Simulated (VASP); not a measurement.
Wanted: the native input for a VASP 6.6.1 run.

```yaml
Task: single point
Functional: PBE
Potentials_or_basis: VASP PAW PBE potentials, release 64 (In_d, Sb)
Cutoff: 520 eV
k_mesh: 4 × 4 × 2
Occupations: gaussian, width 0.1 eV
Spin: no spin polarisation
Dipole_correction: no
Further_INCAR_settings: ALGO = Normal; EDIFF = 1e-07; NBANDS = 36
```

The structure of InSb lies in POSCAR:

```
InSb
1.0
    4.4570755500      0.0000000000      0.0000000000
    0.0000000000      4.4570755500      0.0000000000
    0.0000000000      0.0000000000      9.6611807400
In Sb
3 3
Direct
    0.5000000000      0.0000000000      0.0000000000
    0.0000000000      0.5000000000      0.0000000000
    0.5000000000      0.5000000000      0.0000000000
    0.0000000000      0.0000000000      0.7755737100
    0.0000000000      0.0000000000      0.2244262900
    0.0000000000      0.0000000000      0.5000000000
```

The input as run:

INCAR

```
PREC = Accurate
ENCUT = 520
EDIFF = 1E-7
ISMEAR = 0
SIGMA = 0.1
LREAL = False
LASPH = True
NELM = 80
ALGO = Normal
ISIF = 2
LWAVE = False
LCHARG = True
GGA = PE
LELF = True
LVHAR = True
NBANDS = 36
```

KPOINTS

```
Automatic mesh
0
Gamma
  4 4 2
```

Potentials or basis: VASP PAW PBE potentials, release 64 (In_d, Sb).

Command:

```console
$ cat potpaw_PBE.64/In_d/POTCAR potpaw_PBE.64/Sb/POTCAR > POTCAR
$ mpirun -np 1 vasp_std > vasp.out
```

Results of the run:

```json
{
 "Pressure": "27.7 GPa",
 "Largest force": "0.404 eV/Å",
 "Band gap on the k mesh": "zero (band 27 reaches 6.32 eV, above the bottom of band 28 at 5.46 eV)"
}
```

Caveat: spin-orbit coupling is left out, which moves the levels of the heavy elements.

Wall time 120 s on 1 thread of Intel Xeon 6975P-C, with other jobs on the host, peak memory 0.32 GiB.
